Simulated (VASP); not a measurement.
# Hf4Ta (Pmmm) in VASP: a series of runs, part 2 of 2

VASP 6.6.1. The steps go on from the part before.

### Step 4. Single point, PBE

File INCAR:

```
SYSTEM = Hf4Ta
  PREC = Accurate
  ENCUT = 520
  EDIFF = 1E-6
  ISMEAR = 0
  SIGMA = 0.1
  LREAL = .False.
  LASPH = .True.
  NELM = 60
  ALGO = Fast
  ISIF = 2
  LWAVE = .False.
  LCHARG = .False.
  GGA = PE
  NBANDS = 34
```

File KPOINTS:

```
regular mesh
0
Gamma
  6 4 4
  0 0 0
```

File POSCAR:

```
Hf4Ta
1.0
    3.0194155650      0.0000000000      0.0000000000
    0.0000000000      6.0171458600      0.0000000000
    0.0000000000      0.0000000000      6.9258420078
Hf Ta
4 1
Direct
    0.0000000000      0.2534293859      0.2206704835
    0.0000000000      0.2534293859      0.7793295165
    0.0000000000      0.7465706141      0.7793295165
    0.0000000000      0.7465706141      0.2206704835
    0.5000000000      0.5000000000      0.5000000000
```

Potentials or basis: VASP PAW PBE potentials, release 64 (Hf_pv, Ta_pv).

On the command line:

```
> cat potpaw_PBE.64/Hf_pv/POTCAR potpaw_PBE.64/Ta_pv/POTCAR > POTCAR
> mpirun -np 1 vasp_std > vasp.out
```

OUTCAR:

```text
SYSTEM = Hf4Ta
   PREC = Accurate
   ENCUT = 520
   EDIFF = 1E-6
   ISMEAR = 0
   LREAL = .False.
   LASPH = .True.
   NELM = 60
   ISIF = 2
   GGA = PE

 ion  position               nearest neighbor table
   1  0.000  0.253  0.221-   5 2.87   5 2.87   4 2.97   4 3.05   2 3.06   2 3.87
   2  0.000  0.253  0.779-   5 2.87   5 2.87   3 2.97   3 3.05   1 3.06   1 3.87
   3  0.000  0.747  0.779-   5 2.87   5 2.87   2 2.97   2 3.05   4 3.06   4 3.87
   4  0.000  0.747  0.221-   5 2.87   5 2.87   1 2.97   1 3.05   3 3.06   3 3.87
   5  0.500  0.500  0.500-   1 2.87   2 2.87   3 2.87   4 2.87   1 2.87   2 2.87   3 2.87   4 2.87

  LATTYP: Found a simple orthorhombic cell.
 ALAT       =     3.0194155650
 B/A-ratio  =     1.9928180572
 C/A-ratio  =     2.2937690618

  Lattice vectors:

 A1 = (   3.0194155650,   0.0000000000,   0.0000000000)
 A2 = (   0.0000000000,   6.0171458600,   0.0000000000)
 A3 = (   0.0000000000,   0.0000000000,   6.9258420078)

Analysis of symmetry for initial positions (statically):
=====================================================================
 Subroutine PRICEL returns:
 Original cell was already a primitive cell.

[... 173 lines left out ...]
  free energy    TOTEN  =       -47.58071520 eV

  energy without entropy =      -47.55122322  energy(sigma->0) =      -47.56596921

 E-fermi :   3.6527     XC(G=0): -10.6108

 val. band max:        3.6519889179   @ k =   0.0000   0.5000   0.0000
 cond. band min:       3.6559020509   @ k =   0.5000   0.2500   0.0000
 fundamental gap:      0.0039131330
 Fermi energy:         3.6527352491

 k-point     1 :       0.0000    0.0000    0.0000
  band No.  band energies     occupation
      1     -30.1818      2.00000
      2     -30.1661      2.00000
      3     -29.8719      2.00000
      4     -27.2707      2.00000
      5     -27.1877      2.00000
      6     -27.1272      2.00000
[... 877 lines left out ...]
     33       5.8811      0.00000
     34       6.0470      0.00000

 [... further k-points ...]
[... 5 lines left out ...]
  --------------------------------------------------------------------------------------
  -------------------------------------------------------------------------------------
  Total       -0.2882778     -0.0556458     -0.0851207      0.0000000      0.0000000      0.0000000
  in kB       -3.6705896     -0.7085276     -1.0838262      0.0000000      0.0000000      0.0000000
  external PRESSURE =      -1.8209812 kB  Pullay stress =       0.0000000 kB

 VOLUME and BASIS-vectors are now :
 -----------------------------------------------------------------------------
  energy-cutoff  :      520.00
  volume of cell :      125.83
      direct lattice vectors                 reciprocal lattice vectors
     3.019415565  0.000000000  0.000000000     0.331189920  0.000000000  0.000000000
     0.000000000  6.017145860  0.000000000     0.000000000  0.166191750  0.000000000
     0.000000000  0.000000000  6.925842008     0.000000000  0.000000000  0.144386776

 POSITION                                       TOTAL-FORCE (eV/Angst)
 -----------------------------------------------------------------------------------
      0.00000      1.52492      1.52833        -0.000000      0.000583     -0.002171
      0.00000      1.52492      5.39751         0.000000      0.000583      0.002171
      0.00000      4.49222      5.39751        -0.000000     -0.000583      0.002171
      0.00000      4.49222      1.52833         0.000000     -0.000583     -0.002171
      1.50971      3.00857      3.46292        -0.000000      0.000000      0.000000
 -----------------------------------------------------------------------------------
    total drift:                                0.000000      0.000000     -0.000000

  FREE ENERGIE OF THE ION-ELECTRON SYSTEM (eV)
  ---------------------------------------------------
  free  energy   TOTEN  =       -47.5807152042 eV

  energy  without entropy=      -47.5512232230  energy(sigma->0) =      -47.56596921
```

OSZICAR:

```text
N       E                     dE             d eps       ncg     rms          rms(c)
DAV:   1     0.272580392485E+03    0.27258E+03   -0.27950E+04  2464   0.141E+03
DAV:   2    -0.341895762925E+02   -0.30677E+03   -0.29611E+03  2808   0.369E+02
DAV:   3    -0.499498035507E+02   -0.15760E+02   -0.15228E+02  3416   0.576E+01
DAV:   4    -0.503440970555E+02   -0.39429E+00   -0.38969E+00  3152   0.863E+00
DAV:   5    -0.503552771820E+02   -0.11180E-01   -0.11159E-01  3394   0.126E+00    0.751E+01
RMM:   6    -0.486391416776E+02    0.17161E+01   -0.86314E+00  2960   0.909E+00    0.443E+01
RMM:   7    -0.503540961921E+02   -0.17150E+01   -0.14888E+01  3296   0.120E+01    0.180E+01
RMM:   8    -0.475457466841E+02    0.28083E+01   -0.61065E+00  3092   0.764E+00    0.268E+00
RMM:   9    -0.475841485328E+02   -0.38402E-01   -0.68017E-01  3500   0.293E+00    0.144E+00
RMM:  10    -0.475803269148E+02    0.38216E-02   -0.69904E-02  3502   0.100E+00    0.554E-01
RMM:  11    -0.475805436130E+02   -0.21670E-03   -0.18274E-02  3680   0.428E-01    0.234E-01
RMM:  12    -0.475806646343E+02   -0.12102E-03   -0.26886E-03  3536   0.209E-01    0.543E-02
RMM:  13    -0.475807017362E+02   -0.37102E-04   -0.76593E-04  3697   0.819E-02    0.439E-02
RMM:  14    -0.475807117590E+02   -0.10023E-04   -0.14237E-04  3663   0.366E-02    0.147E-02
RMM:  15    -0.475807143024E+02   -0.25434E-05   -0.36723E-05  3091   0.153E-02    0.612E-03
RMM:  16    -0.475807152042E+02   -0.90183E-06   -0.86257E-06  2558   0.769E-03
   1 F= -.47580715E+02 E0= -.47565969E+02  d E =-.294920E-01
```

stdout:

```text
POSCAR found type information on POSCAR HfTa
 POSCAR found :  2 types and       5 ions
 scaLAPACK will be used
 LDA part: xc-table for (Slater+PW92), standard interpolation
 POSCAR, INCAR and KPOINTS ok, starting setup
 FFT: planning ... GRIDC
 FFT: planning ... GRID_SOFT
 FFT: planning ... GRID
 WAVECAR not read
 entering main loop
```

Run time: 4.6 min. Hardware: 1 thread of Oxide Virtual Turin-like, shared host; peak memory 0.28 GiB.

Results:

- Free energy: -47.5807 eV
- Pressure: -0.2 GPa
- Band gap on the k mesh: zero (an odd number of electrons rules out a gap without spin polarisation)

Forces on the atoms (eV/Å):
```
Hf   0.000  0.001 -0.002
Hf   0.000  0.001  0.002
Hf   0.000 -0.001  0.002
Hf   0.000 -0.001 -0.002
Ta   0.000  0.000  0.000
```

Caveat: spin-orbit coupling is left out, which moves the levels of the heavy elements.

### Step 5. Relaxation of cell and atoms, PBE

This run uses another cell than the first one, of 25.01 Å³/atom.

File INCAR:

```
SYSTEM = Hf4Ta
ALGO = Fast ; EDIFF = 1E-7
EDIFFG = -0.04 ; ENCUT = 600
GGA = PE ; IBRION = 2
ISIF = 3 ; ISMEAR = 0
LASPH = .True. ; LCHARG = .False.
LREAL = .False. ; LWAVE = .False.
NELM = 100 ; NSW = 90
PREC = Accurate ; SIGMA = 0.1
```

File KPOINTS:

```
k-points
0
Gamma
  6 4 4
  0 0 0
```

File POSCAR:

```
Hf4Ta
1.0
    2.9989239699      0.0000000000      0.0000000000
    0.0000000000      5.9643503385      0.0000000000
    0.0000000000      0.0000000000      6.9924201279
Hf Ta
4 1
Direct
    0.0000000000      0.2522513298      0.2194188169
    0.0000000000      0.2522513298      0.7805811831
    0.0000000000      0.7477486702      0.7805811831
    0.0000000000      0.7477486702      0.2194188169
    0.5000000000      0.5000000000      0.5000000000
```

On the command line:

```
> cat potpaw_PBE.64/Hf_pv/POTCAR potpaw_PBE.64/Ta_pv/POTCAR > POTCAR
> mpirun -np 1 vasp_std > vasp.out
```

Run time: 13 min. Hardware: 1 thread of Oxide Virtual Turin-like, shared host; peak memory 0.31 GiB.

It converged, with:

| Property | Result |
| --- | --- |
| Free energy | -47.5811 eV |
| Relaxed volume | 25.05 Å³/atom |
| Relaxed cell | a = 3.012 Å, b = 6.007 Å, c = 6.923 Å, α = 90.00°, β = 90.00°, γ = 90.00° |
| Space group after relaxing (to 0.1 Å) | Pmmm (No. 47) |
| Energy gained by relaxing | 1.5 meV/atom |
| Ionic steps | 4 |
| Pressure after relaxing | 0.2 GPa |
| Largest force after relaxing | 0.034 eV/Å |
| Band gap on the k mesh | zero (an odd number of electrons rules out a gap without spin polarisation) |

Forces in eV/Å, atoms in the order of the input:
```
Hf   0.000 -0.030  0.015
Hf   0.000 -0.030 -0.015
Hf   0.000  0.030 -0.015
Hf   0.000  0.030  0.015
Ta   0.000  0.000  0.000
```

The path:
```csv
step,energy change (eV),largest force (eV/Å),pressure (GPa),volume (Å³)
1,0.0000,0.1005,0.14,125.07
2,-0.0063,0.0617,-0.07,125.47
3,-0.0068,0.0570,-0.14,125.61
4,-0.0073,0.0339,0.24,125.24
```

Final structure:
```
CELL_PARAMETERS angstrom
3.01154 0.00000 0.00000
0.00000 6.00688 0.00000
0.00000 0.00000 6.92337
ATOMIC_POSITIONS crystal
Hf 0.00000 0.25369 0.22002
Hf 0.00000 0.25369 0.77998
Hf 0.00000 0.74631 0.77998
Hf 0.00000 0.74631 0.22002
Ta 0.50000 0.50000 0.50000
```

Levels at points of the mesh, in eV from the Fermi level:
| k point | band 23 | band 24 | band 25 | band 26 | band 27 | band 28 |
| --- | --- | --- | --- | --- | --- | --- |
| (0.00, 0.00, 0.00) | -1.25 | -0.79 | -0.55 | -0.23 | 0.96 | 0.97 |
| (0.50, 0.00, 0.00) | -0.78 | -0.68 | -0.66 | -0.26 | 0.10 | 0.98 |
| (0.00, 0.50, 0.00) | -1.20 | -0.70 | 0.00 | 0.10 | 0.31 | 1.13 |
| (0.50, 0.50, 0.00) | -1.09 | -0.48 | -0.05 | 0.30 | 0.48 | 0.90 |
| (0.00, 0.00, 0.50) | -1.13 | -0.98 | -0.70 | 0.47 | 0.78 | 0.80 |
| (0.50, 0.00, 0.50) | -1.58 | -0.92 | 0.45 | 0.55 | 0.77 | 1.07 |
| (0.00, 0.50, 0.50) | -0.76 | -0.39 | 0.01 | 0.14 | 0.62 | 0.65 |
| (0.50, 0.50, 0.50) | -0.61 | -0.52 | -0.50 | -0.40 | -0.21 | 0.59 |

Caveat: spin-orbit coupling is left out, which moves the levels of the heavy elements.

### Step 6. The runs side by side

```csv
task,cell,k mesh,cutoff (eV),gap on the mesh (eV),pressure (GPa),largest force (eV/Å)
single point,"a = 3.005, b = 6.024, c = 6.942 Å, 5 atoms, atomic positions A",12 × 6 × 6,520,none,-0.3,0.03
single point,"a = 5.964, b = 6.992, c = 2.999 Å, 5 atoms, atomic positions B",4 × 4 × 4,520,none,-0.3,0.05
single point,"a = 3.019, b = 6.017, c = 6.926 Å, 5 atoms, atomic positions A",6 × 4 × 4,520,none,-0.2,-
relaxation of cell and atoms,"relaxed from a = 2.999, b = 5.964, c = 6.992 Å, 5 atoms, atomic positions A",6 × 4 × 4,600,none,0.2,0.03
```

Alike in all rows: level PBE; potentials or basis VASP PAW PBE potentials, release 64 (Hf_pv, Ta_pv); no spin polarisation; smearing gaussian 0.1 eV.

Caveats: some runs use coarse meshes; spin-orbit coupling is left out, which moves the levels of the heavy elements.

Total energies depend on the potentials used, so only differences within one code and one set of settings carry meaning.
